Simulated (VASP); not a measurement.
A run of VASP 6.6.1 is set up as follows.

INCAR

```
SYSTEM = S
PREC = Accurate ; ENCUT = 600
EDIFF = 1E-6 ; ISMEAR = -1
SIGMA = 0.08 ; LREAL = .False.
LASPH = .True. ; NELM = 100
ALGO = Normal ; ISIF = 3
LWAVE = .False. ; LCHARG = .False.
GGA = PE ; IBRION = 2
NSW = 32 ; EDIFFG = -0.005
PSTRESS = 2000.0
```

Contents of KPOINTS:

```
regular mesh
0
Gamma
  10 10 14
  0 0 0
```

File POSCAR:

```
S
1.0
    3.6840639563      0.0000000000      0.0000000000
   -1.8420319782      3.1904929753      0.0000000000
    0.0000000000      0.0000000000      2.0780876166
S
3
Direct
    0.0000000000      0.0000000000      0.0000000000
    0.3333333333      0.6666666667      0.5000000000
    0.6666666667      0.3333333333      0.5000000000
```

Potentials or basis: VASP PAW PBE potentials, release 64 (S).

Run with:

```bash
$ cat potpaw_PBE.64/S/POTCAR > POTCAR
$ mpirun -np 1 vasp_std > vasp.out
```

What does it give for the relaxed volume?

8.12 Å³/atom.

What does it give for the relaxed cell?

a = 3.682 Å, b = 3.682 Å, c = 2.074 Å, α = 90.00°, β = 90.00°, γ = 120.00°.

Final structure:
```
S
1.0
     3.68246    0.00000    0.00000
    -1.84123    3.18911    0.00000
     0.00000    0.00000    2.07415
S
3
Cartesian
  0.0000 0.0000 0.0000
  0.0000 2.1261 1.0371
  1.8412 1.0630 1.0371
```

Caveat: the cell is relaxed towards a set pressure, so the enthalpy falls and the energy may rise.
